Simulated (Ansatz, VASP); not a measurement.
**Si7Ge: VASP beside Ansatz**

```
Si Ge
1.0
     5.59566    0.00000    0.00000
     0.00000    5.59566    0.00000
     0.00000    0.00000    5.73214
Si Ge
7 1
Cartesian
  1.4134 1.4134 1.4479
  0.0000 2.7978 2.8661
  2.7978 2.7978 0.0000
  2.7978 0.0000 2.8661
  4.1822 1.4134 4.2842
  4.1822 4.1822 1.4479
  1.4134 4.1822 4.2842
  0.0000 0.0000 0.0000
```

Change from the starting cell: strain +0.025 along x and y, +0.050 along z, atoms carried along.

Alike in both runs: task single point; functional PBEsol; k mesh 6 × 6 × 6; occupations gaussian, width 0.03 eV; no spin polarisation.

|  | VASP | Ansatz |
| --- | --- | --- |
| version | VASP 6.6.1 | Ansatz 0.2.0 |
| potentials or method | VASP PAW PBE potentials, release 64 (Si, Ge_d), cutoff 520 eV | scalar-relativistic, plane waves, PAW |
| valence electrons in the cell | 42 | 42 |

|  | VASP | Ansatz | Ansatz less VASP |
| --- | --- | --- | --- |
| gap on the k mesh at the Fermi level (eV) | 0.38 | 0.38 | +0.004 |
| least direct gap on the mesh (eV) | 0.38 | 0.38 | +0.004 |
| pressure (GPa) | -7.1 | -7.2 | -0.05 |
| traceless stress, the component that is largest in VASP (GPa) | -1.48 | -1.48 | -0.001 |
| rms of the force components (eV/Å) | 0.002 | 0.004 | +0.0022 |

VASP's potentials were made for PBE, not for PBEsol. Atom by atom the forces differ by 0.003 eV/Å (rms over components). The functional is the same, so the differences come from potentials, cutoffs and numerics.
